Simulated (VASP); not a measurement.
# SiNi (CsCl type) (Pm-3m) in VASP: further runs

SiNi (CsCl type) is run at these levels: PBE; tasks: single point, relaxation of cell and atoms.

All numbers are computed with VASP 6.6.1; they aren't measurements. Logs are shortened: lines on timing, memory, paths and dates and some standing lists are left out, and cuts for length are marked.

## (1) The cell of the first run

It takes space group Pm-3m (No. 221, cubic). Conventional cell: a = 2.720 Å, b = 2.720 Å, c = 2.720 Å, α = 90.00°, β = 90.00°, γ = 90.00°. Within 3.1 Å of Ni (site symmetry m-3m) lie 8 Si at 2.36 Å and 6 Ni at 2.72 Å. Within 3.1 Å of Si (site symmetry m-3m) lie 8 Ni at 2.36 Å and 6 Si at 2.72 Å.

## (2) Single point, PBE

File INCAR:

```
SYSTEM = SiNi
PREC = Accurate ; ENCUT = 520
EDIFF = 1E-6 ; ISMEAR = -1
SIGMA = 0.1 ; LREAL = .False.
LASPH = .True. ; NELM = 100
ALGO = Normal ; ISIF = 2
LWAVE = .False. ; LCHARG = .True.
GGA = PE ; LELF = .True.
LVHAR = .True. ; NBANDS = 14
```

File KPOINTS:

```
regular mesh
0
Gamma
  15 15 15
  0 0 0
```

File POSCAR:

```
SiNi
1.0
    2.7204454039      0.0000000000      0.0000000000
    0.0000000000      2.7204454039      0.0000000000
    0.0000000000      0.0000000000      2.7204454039
Ni Si
1 1
Direct
    0.0000000000      0.0000000000      0.0000000000
    0.5000000000      0.5000000000      0.5000000000
```

Potentials or basis: VASP PAW PBE potentials, release 64 (Ni, Si).

Command:

```sh
cat potpaw_PBE.64/Ni/POTCAR potpaw_PBE.64/Si/POTCAR > POTCAR
mpirun -np 1 vasp_std > vasp.out
```

OUTCAR:

```text
SYSTEM = SiNi
   PREC = Accurate
   ENCUT = 520
   EDIFF = 1E-6
   ISMEAR = -1
   LREAL = .False.
   LASPH = .True.
   NELM = 100
   ISIF = 2
   GGA = PE

 ion  position               nearest neighbor table
   1  0.000  0.000  0.000-   2 2.36   2 2.36   2 2.36   2 2.36   2 2.36   2 2.36   2 2.36   2 2.36

   2  0.500  0.500  0.500-   1 2.36   1 2.36   1 2.36   1 2.36   1 2.36   1 2.36   1 2.36   1 2.36

  LATTYP: Found a simple cubic cell.
 ALAT       =     2.7204454039

  Lattice vectors:

 A1 = (   2.7204454039,   0.0000000000,   0.0000000000)
 A2 = (   0.0000000000,   2.7204454039,   0.0000000000)
 A3 = (   0.0000000000,   0.0000000000,   2.7204454039)

Analysis of symmetry for initial positions (statically):
=====================================================================
 Subroutine PRICEL returns:
 Original cell was already a primitive cell.

 Routine SETGRP: Setting up the symmetry group for a
 simple cubic supercell.

 Subroutine GETGRP returns: Found 48 space group operations
 (whereof 48 operations were pure point group operations)
 out of a pool of 48 trial point group operations.

The static configuration has the point symmetry O_h .

Analysis of symmetry for dynamics (positions and initial velocities):
=====================================================================
 Subroutine PRICEL returns:
 Original cell was already a primitive cell.

 Routine SETGRP: Setting up the symmetry group for a
 simple cubic supercell.

 Subroutine GETGRP returns: Found 48 space group operations
 (whereof 48 operations were pure point group operations)
 out of a pool of 48 trial point group operations.

The dynamic configuration has the point symmetry O_h .

 Subroutine INISYM returns: Found 48 space group operations
 (whereof 48 operations are pure point group operations),
 and found     1 'primitive' translations

----------------------------------------------------------------------------------------

                                     Primitive cell

  volume of cell :      20.1335

  direct lattice vectors                    reciprocal lattice vectors
     2.720445404  0.000000000  0.000000000     0.367586866  0.000000000  0.000000000
     0.000000000  2.720445404  0.000000000     0.000000000  0.367586866  0.000000000
     0.000000000  0.000000000  2.720445404     0.000000000  0.000000000  0.367586866

[... 89 lines left out ...]
   ISIF   =      2    stress and relaxation
   ISYM   =      2    0-nonsym 1-usesym 2-fastsym
   POTIM  = 0.5000    time-step for ionic-motion
   TEBEG  =    0.0;   TEEND  =   0.0 temperature during run
   PSTRESS=    0.0 pullay stress
   NELECT =      14.0000    total number of electrons
   NUPDOWN=      -1.0000    fix difference up-down
   EMIN   =  10.00;   EMAX   =-10.00  energy-range for DOS
   EFERMI =   0.00;   METHOD = LEGACY
   ISMEAR =    -1;   SIGMA  =   0.10  broadening in eV -4-tet -1-fermi 0-gaus
   EFERMI_NEDOS =   21; number of points for ismear=-14 and -15
   IALGO  =     38    algorithm
   IMIX   =      4    mixing-type and parameters
     AMIX     =   0.40;   BMIX     =  1.00
     AMIX_MAG =   1.60;   BMIX_MAG =  1.00
  volume/ion in A,a.u.               =      10.07        67.93
  Fermi-wavevector in a.u.,A,eV,Ry     =   1.450366  2.740794 28.620677  2.103560
  Thomas-Fermi vector in A             =   2.567986
   LORBIT       =      0    0 simple, 1 ext, 2 COOP (PROOUT), +10 PAW based schemes
   GGA     = PE    functional components
   LHFCALC =     F    Hartree Fock is set to
   AEXX    =    0.0000 exact exchange contribution
   IVDW    =     0    specifies the selected vdW correction
   LEPSILON=     F    determine dielectric tensor
   LRPA    =     F    only Hartree local field effects (RPA)
 non-spin polarized calculation
  energy-cutoff  :      520.00
  volume of cell :       20.13
 maximum number of plane-waves:       554
   NGX = 11   NGY = 11   NGZ = 11

 number of electron      14.0000023 magnetization

 Free energy of the ion-electron system (eV)
  ---------------------------------------------------
  ext. energy  EPLUGINS =         0.00000000
  ---------------------------------------------------
  free energy    TOTEN  =       -11.24455107 eV

  energy without entropy =      -11.23105454  energy(sigma->0) =      -11.23780281

 E-fermi :  14.2308     XC(G=0): -13.2294

 val. band max:       14.0969444954   @ k =   0.4000   0.4000   0.3333
 cond. band min:      14.2419198619   @ k =   0.2000   0.1333   0.1333
 fundamental gap:      0.1449753665
 Fermi energy:        14.2307512441

 k-point     1 :       0.0000    0.0000    0.0000
  band No.  band energies     occupation
      1      -1.3397      2.00000
      2       9.0180      2.00000
      3       9.0180      2.00000
      4      11.2931      2.00000
      5      11.2931      2.00000
      6      11.2931      2.00000
      7      16.7271      0.00000
      8      16.7271      0.00000
      9      16.7271      0.00000
     10      20.9348      0.00000
     11      20.9348      0.00000
     12      26.2656      0.00000
     13      33.8776      0.00000
     14      33.8776      0.00000
[... 377 lines left out ...]
      1       1.5500      2.00000
      2       7.1497      2.00000
      3       9.1943      2.00000
      4      10.1527      2.00000
      5      10.4946      2.00000
      6      11.0455      2.00000
      7      12.6740      2.00000
      8      15.8042      0.00000
      9      20.4054      0.00000
     10      21.0277      0.00000
     11      23.7616      0.00000
     12      26.7403      0.00000
     13      28.7287      0.00000
     14      30.8160      0.00000

 [... further k-points ...]

------------------------ aborting loop because EDIFF is reached ----------------------------------------

  FORCE on cell =-STRESS in cart. coord.  units (eV):
  Direction    XX          YY          ZZ          XY          YZ          ZX
  --------------------------------------------------------------------------------------
  -------------------------------------------------------------------------------------
  Total        3.7691684      3.7691684      3.7691684     -0.0000000     -0.0000000      0.0000000
  in kB      299.9411700    299.9411700    299.9411700     -0.0000000     -0.0000000      0.0000000
  external PRESSURE =     299.9411700 kB  Pullay stress =       0.0000000 kB

 VOLUME and BASIS-vectors are now :
 -----------------------------------------------------------------------------
  energy-cutoff  :      520.00
  volume of cell :       20.13
      direct lattice vectors                 reciprocal lattice vectors
     2.720445404  0.000000000  0.000000000     0.367586866  0.000000000  0.000000000
     0.000000000  2.720445404  0.000000000     0.000000000  0.367586866  0.000000000
     0.000000000  0.000000000  2.720445404     0.000000000  0.000000000  0.367586866

 POSITION                                       TOTAL-FORCE (eV/Angst)
 -----------------------------------------------------------------------------------
      0.00000      0.00000      0.00000         0.000000      0.000000      0.000000
      1.36022      1.36022      1.36022         0.000000      0.000000      0.000000
 -----------------------------------------------------------------------------------
    total drift:                                0.000000      0.000000      0.000000

  FREE ENERGIE OF THE ION-ELECTRON SYSTEM (eV)
  ---------------------------------------------------
  free  energy   TOTEN  =       -11.2445510741 eV

  energy  without entropy=      -11.2310545420  energy(sigma->0) =      -11.23780281
```

OSZICAR:

```text
N       E                     dE             d eps       ncg     rms          rms(c)
DAV:   1     0.476569342140E+02    0.47657E+02   -0.63831E+03  3496   0.119E+03
DAV:   2    -0.107087532969E+02   -0.58366E+02   -0.52345E+02  3600   0.204E+02
DAV:   3    -0.127787155591E+02   -0.20700E+01   -0.20434E+01  4314   0.415E+01
DAV:   4    -0.128014354504E+02   -0.22720E-01   -0.22711E-01  3840   0.402E+00
DAV:   5    -0.128019090795E+02   -0.47363E-03   -0.47361E-03  4290   0.615E-01    0.152E+01
DAV:   6    -0.140274016115E+02   -0.12255E+01   -0.30606E+01  3846   0.991E+01    0.156E+01
DAV:   7    -0.112675903523E+02    0.27598E+01   -0.10840E+01  3960   0.631E+01    0.310E+00
DAV:   8    -0.112613058191E+02    0.62845E-02   -0.28774E-01  4200   0.539E+00    0.158E+00
DAV:   9    -0.112446855026E+02    0.16620E-01   -0.45665E-02  4398   0.356E+00    0.249E-01
DAV:  10    -0.112445674323E+02    0.11807E-03   -0.88527E-04  3738   0.272E-01    0.960E-02
DAV:  11    -0.112445573673E+02    0.10065E-04   -0.89383E-05  5812   0.123E-01    0.188E-02
DAV:  12    -0.112445523407E+02    0.50267E-05   -0.50390E-06  3708   0.220E-02    0.743E-03
DAV:  13    -0.112445509398E+02    0.14008E-05   -0.28981E-06  2496   0.247E-02    0.164E-03
DAV:  14    -0.112445510741E+02   -0.13426E-06   -0.23914E-07  1974   0.573E-03
   1 F= -.11244551E+02 E0= -.11237803E+02  d E =-.134965E-01
```

It took 49 s on 1 thread of Intel Xeon 8259CL, shared host; peak memory 0.15 GiB.

Results:

```
Free energy            : -11.2446 eV
Pressure               : 30.0 GPa
Band gap on the k mesh : zero (bands 7 and 8 overlap by 3.15 eV)
```

Levels at points of the mesh, in eV from the Fermi level:
```csv
k point,band 4,band 5,band 6,band 7,band 8,band 9,band 10,band 11
"(0.00, 0.00, 0.00)",-2.94,-2.94,-2.94,2.50,2.50,2.50,6.70,6.70
```

Caveat: the cell stands under pressure. Spin polarisation is off, so any magnetic state and its effect on volume and gap are missing.

## (3) Single point, PBE

File INCAR:

```
PREC = Accurate ; ENCUT = 520
EDIFF = 1E-6 ; ISMEAR = -1
SIGMA = 0.1 ; LREAL = F
LASPH = T ; NELM = 80
ALGO = Normal ; ISIF = 2
LWAVE = F ; LCHARG = T
GGA = PE ; LELF = T
LVHAR = T ; NBANDS = 14
```

File KPOINTS:

```
Automatic mesh
0
Gamma
  15 15 15
```

POSCAR is that of step 2.

Potentials or basis: VASP PAW PBE potentials, release 64 (Ni, Si).

Command:

```sh
cat potpaw_PBE.64/Ni/POTCAR potpaw_PBE.64/Si/POTCAR > POTCAR
mpirun -np 1 vasp_std > vasp.out
```

Run time: 48 s. Hardware: 1 thread of Intel Xeon 8259CL, shared host; peak memory 0.15 GiB.

The run converged. Its results:

```yaml
Free_energy: -11.2446 eV
Pressure: 30.0 GPa
Band_gap_on_the_k_mesh: zero (bands 7 and 8 overlap by 3.15 eV)
```

Levels at points of the mesh, in eV from the Fermi level:
```csv
k point,band 5,band 6,band 7,band 8,band 9,band 10
"(0.00, 0.00, 0.00)",-2.94,-2.94,2.50,2.50,2.50,6.70
```

Caveat: the cell stands under pressure. Spin polarisation is off, so any magnetic state and its effect on volume and gap are missing.

## (4) Relaxation of cell and atoms, PBE, target pressure 30 GPa, at which the enthalpy is minimised

File INCAR:

```
SYSTEM = SiNi
ALGO     = Normal         ! electronic algorithm
EDIFF    = 1E-6           ! SCF threshold, eV
EDIFFG   = -0.005         ! ionic threshold
ENCUT    = 600            ! plane-wave cutoff, eV
GGA      = PE             ! functional
IBRION   = 2              ! ionic algorithm
ISIF     = 3              ! what is computed and relaxed
ISMEAR   = -1             ! smearing method
LASPH    = .True.         ! aspherical terms in the spheres
LCHARG   = .False.        ! write CHGCAR
LREAL    = .False.        ! projectors in reciprocal space
LWAVE    = .False.        ! write WAVECAR
NELM     = 80             ! most SCF steps
NSW      = 32             ! ionic steps
PREC     = Accurate       ! precision mode
PSTRESS  = 300.0        
SIGMA    = 0.1            ! smearing width, eV
```

File KPOINTS:

```
k-points
0
Gamma
  15 15 15
  0 0 0
```

POSCAR is that of step 3.

Potentials or basis: VASP PAW PBE potentials, release 64 (Ni, Si).

Command:

```sh
cat potpaw_PBE.64/Ni/POTCAR potpaw_PBE.64/Si/POTCAR > POTCAR
mpirun -np 1 vasp_std > vasp.out
```

OUTCAR:

```text
SYSTEM = SiNi
   EDIFF = 1E-6
   EDIFFG = -0.005
   ENCUT = 600
   GGA = PE
   IBRION = 2
   ISIF = 3
   ISMEAR = -1
   LASPH = .True.
   LREAL = .False.
   NELM = 80
   NSW = 32
   PREC = Accurate
   PSTRESS = 300.0

 ion  position               nearest neighbor table
   1  0.000  0.000  0.000-   2 2.36   2 2.36   2 2.36   2 2.36   2 2.36   2 2.36   2 2.36   2 2.36

   2  0.500  0.500  0.500-   1 2.36   1 2.36   1 2.36   1 2.36   1 2.36   1 2.36   1 2.36   1 2.36

  LATTYP: Found a simple cubic cell.
 ALAT       =     2.7204454039

  Lattice vectors:

 A1 = (   2.7204454039,   0.0000000000,   0.0000000000)
 A2 = (   0.0000000000,   2.7204454039,   0.0000000000)
 A3 = (   0.0000000000,   0.0000000000,   2.7204454039)

Analysis of symmetry for initial positions (statically):
=====================================================================
 Subroutine PRICEL returns:
 Original cell was already a primitive cell.

 Routine SETGRP: Setting up the symmetry group for a
 simple cubic supercell.

 Subroutine GETGRP returns: Found 48 space group operations
 (whereof 48 operations were pure point group operations)
[... 180 lines left out ...]
      7      16.7270      0.00000
      8      16.7270      0.00000
      9      16.7270      0.00000
     10      20.9347      0.00000
     11      20.9347      0.00000
[... 309 lines left out ...]
 k-point    24 :       0.3333    0.2000    0.0000
  band No.  band energies     occupation
      1       1.5499      2.00000
      2       7.1496      2.00000
      3       9.1941      2.00000
      4      10.1525      2.00000
      5      10.4943      2.00000
      6      11.0453      2.00000
      7      12.6738      2.00000
      8      15.8041      0.00000
      9      20.4053      0.00000
     10      21.0275      0.00000
     11      23.7615      0.00000

 [... further k-points ...]

------------------------ aborting loop because EDIFF is reached ----------------------------------------

  FORCE on cell =-STRESS in cart. coord.  units (eV):
  Direction    XX          YY          ZZ          XY          YZ          ZX
  --------------------------------------------------------------------------------------
  -------------------------------------------------------------------------------------
  Total        3.7620279      3.7620279      3.7620279      0.0000000      0.0000000      0.0000000
  in kB      299.3729496    299.3729496    299.3729496      0.0000000      0.0000000      0.0000000
  external PRESSURE =      -0.6270504 kB  Pullay stress =     300.0000000 kB

 VOLUME and BASIS-vectors are now :
 -----------------------------------------------------------------------------
  energy-cutoff  :      600.00
  volume of cell :       20.13
      direct lattice vectors                 reciprocal lattice vectors
     2.720445404  0.000000000  0.000000000     0.367586866  0.000000000  0.000000000
     0.000000000  2.720445404  0.000000000     0.000000000  0.367586866  0.000000000
     0.000000000  0.000000000  2.720445404     0.000000000  0.000000000  0.367586866

 POSITION                                       TOTAL-FORCE (eV/Angst)
 -----------------------------------------------------------------------------------
      0.00000      0.00000      0.00000         0.000000      0.000000      0.000000
      1.36022      1.36022      1.36022         0.000000      0.000000      0.000000
 -----------------------------------------------------------------------------------
    total drift:                                0.000000      0.000000      0.000000

  FREE ENERGIE OF THE ION-ELECTRON SYSTEM (eV)
  ---------------------------------------------------
  free  energy   TOTEN  =       -11.2444036284 eV

  energy  without entropy=      -11.2309063543  energy(sigma->0) =      -11.23765499

  enthalpy is  TOTEN    =        -7.4744959401 eV   P V=        3.7699076882

 reached required accuracy - stopping structural energy minimisation
```

Run time: 10 s. Hardware: 1 thread of Intel Xeon 6975P-C (Granite Rapids), shared host; peak memory 0.16 GiB.

Results:

* Free energy: -11.2444 eV
* Pressure after relaxing: 29.9 GPa
* Band gap on the k mesh: zero (bands 7 and 8 overlap by 3.15 eV)

Final structure:
```yaml
crystal:
  lattice:
    - [2.72045, 0.00000, 0.00000]
    - [0.00000, 2.72045, 0.00000]
    - [0.00000, 0.00000, 2.72045]
  atoms:
    - { symbol: Ni, position: [0.00000, 0.00000, 0.00000] }
    - { symbol: Si, position: [0.50000, 0.50000, 0.50000] }
```

Caveat: the relaxation stopped at its first step, so nothing moved; the cell is relaxed towards a set pressure, so the run minimises the enthalpy, not the energy. Spin polarisation is off, so any magnetic state and its effect on volume and gap are missing.

## (5) Relaxation of cell and atoms, PBE, target pressure 30 GPa, at which the enthalpy is minimised

This run uses another cell than the first one, of 10.85 Å³/atom.

File INCAR:

```
SYSTEM = SiNi
  PREC = Accurate
  ENCUT = 600
  EDIFF = 1E-6
  ISMEAR = -1
  SIGMA = 0.1
  LREAL = .FALSE.
  LASPH = .TRUE.
  NELM = 100
  ALGO = Normal
  ISIF = 3
  LWAVE = .FALSE.
  LCHARG = .FALSE.
  GGA = PE
  IBRION = 2
  NSW = 60
  EDIFFG = -0.005
  PSTRESS = 300.0
```

File KPOINTS:

```
Automatic mesh
0
G
  15 15 15
  0 0 0
```

File POSCAR:

```
SiNi
1.0
    2.7896706067      0.0000000000      0.0000000000
    0.0000000000      2.7896706067      0.0000000000
    0.0000000000      0.0000000000      2.7896706067
Ni Si
1 1
Direct
    0.0000000000      0.0000000000      0.0000000000
    0.5000000000      0.5000000000      0.5000000000
```

Command:

```sh
cat potpaw_PBE.64/Ni/POTCAR potpaw_PBE.64/Si/POTCAR > POTCAR
mpirun -np 1 vasp_std > vasp.out
```

It took 28 s on 1 thread of Intel Xeon 6975P-C (Granite Rapids), shared host; peak memory 0.17 GiB.

The run converged. Its results:

- Free energy: -11.2442 eV
- Relaxed volume: 10.06 Å³/atom
- Relaxed cell: a = 2.720 Å, b = 2.720 Å, c = 2.720 Å, α = 90.00°, β = 90.00°, γ = 90.00°
- Space group after relaxing (to 0.1 Å): Pm-3m (No. 221)
- Energy change on relaxing (the run minimises the enthalpy): +95.4 meV/atom
- Ionic steps: 4
- Pressure after relaxing: 30.0 GPa
- Band gap on the k mesh: zero (bands 7 and 8 overlap by 3.15 eV)

The path:
| step | energy change (eV) | largest force (eV/Å) | pressure (GPa) | volume (Å³) |
| --- | --- | --- | --- | --- |
| 1 | 0.0000 | 0.0000 | 10.15 | 21.71 |
| 2 | 0.9655 | 0.0000 | 79.39 | 17.75 |
| 3 | 0.1811 | 0.0000 | 29.07 | 20.18 |
| 4 | 0.1908 | 0.0000 | 30.02 | 20.13 |

Final structure:
```cif
data_structure
_symmetry_space_group_name_H-M 'P 1'
_symmetry_Int_Tables_number 1
_cell_length_a 2.7203
_cell_length_b 2.7203
_cell_length_c 2.7203
_cell_angle_alpha 90.000
_cell_angle_beta 90.000
_cell_angle_gamma 90.000
_cell_volume 20.13
loop_
_atom_site_label
_atom_site_type_symbol
_atom_site_fract_x
_atom_site_fract_y
_atom_site_fract_z
_atom_site_occupancy
Ni1 Ni 0.00000 0.00000 0.00000 1
Si1 Si 0.50000 0.50000 0.50000 1
```

Levels at points of the mesh, in eV from the Fermi level:
```csv
k point,band 5,band 6,band 7,band 8,band 9,band 10
"(0.00, 0.00, 0.00)",-2.94,-2.94,2.50,2.50,2.50,6.70
```

Caveat: the cell is relaxed towards a set pressure, so the run minimises the enthalpy, not the energy.

## (6) Summary

```tsv
task	cell	cutoff (eV)	gap on the mesh (eV)	pressure (GPa)
single point	a = 2.720 Å, 2 atoms	520	none	30.0
relaxation of cell and atoms	relaxed to 30 GPa from a = 2.720 Å, 2 atoms	600	none	29.9
relaxation of cell and atoms	relaxed to 30 GPa from a = 2.790 Å, 2 atoms	600	none	30.0
```

Alike in all rows: level PBE; potentials or basis VASP PAW PBE potentials, release 64 (Ni, Si); no spin polarisation; k mesh 15 × 15 × 15; smearing fermi-dirac 0.1 eV.

Caveats: the cell is relaxed towards a set pressure, so the run minimises the enthalpy, not the energy (at least some runs); the cell stands under pressure (at least some runs); the relaxation stopped at its first step, so nothing moved (at least some runs).

Total energies depend on the potentials used, so only differences within one code and one set of settings carry meaning.
